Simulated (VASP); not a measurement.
Write the native input for VASP 6.6.1 that does the following.

- Task: single point
- Functional: PBE
- Potentials or basis: VASP PAW PBE potentials, release 64 (Al, Ni)
- Cutoff: 520 eV
- k mesh: 20 × 20 × 20
- Occupations: gaussian, width 0.15 eV
- Spin: no spin polarisation
- Dipole correction: no
- Further INCAR settings: ALGO = Fast; EDIFF = 1e-06; NBANDS = 14

The structure of AlNi lies in POSCAR:

```
AlNi
1.0
    2.0428069416     -2.0428126723      0.0000000000
    2.0428069416      2.0428126723      0.0000000000
    0.0000000000      0.0000000000      2.9011416498
Al Ni
1 1
Direct
    0.0000000000      0.0000000000      0.0000000000
    0.5000000000      0.5000000000      0.5000000000
```

The input as run:

INCAR

```
SYSTEM = AlNi
PREC = Accurate ; ENCUT = 520
EDIFF = 1E-6 ; ISMEAR = 0
SIGMA = 0.15 ; LREAL = .False.
LASPH = .True. ; NELM = 100
ALGO = Fast ; ISIF = 2
LWAVE = .False. ; LCHARG = .False.
GGA = PE ; NBANDS = 14
```

KPOINTS

```
Automatic mesh
0
Gamma
  20 20 20
  0 0 0
```

Potentials or basis: VASP PAW PBE potentials, release 64 (Al, Ni).

The run is started by

```bash
$ cat potpaw_PBE.64/Al/POTCAR potpaw_PBE.64/Ni/POTCAR > POTCAR
$ mpirun -np 1 vasp_std > vasp.out
```

Results of the run:

The pressure is -0.1 GPa.

Wall time 2.9 min on 1 thread of AMD EPYC 7R13 Processor (Zen 3) (shared host), peak memory 0.32 GiB.
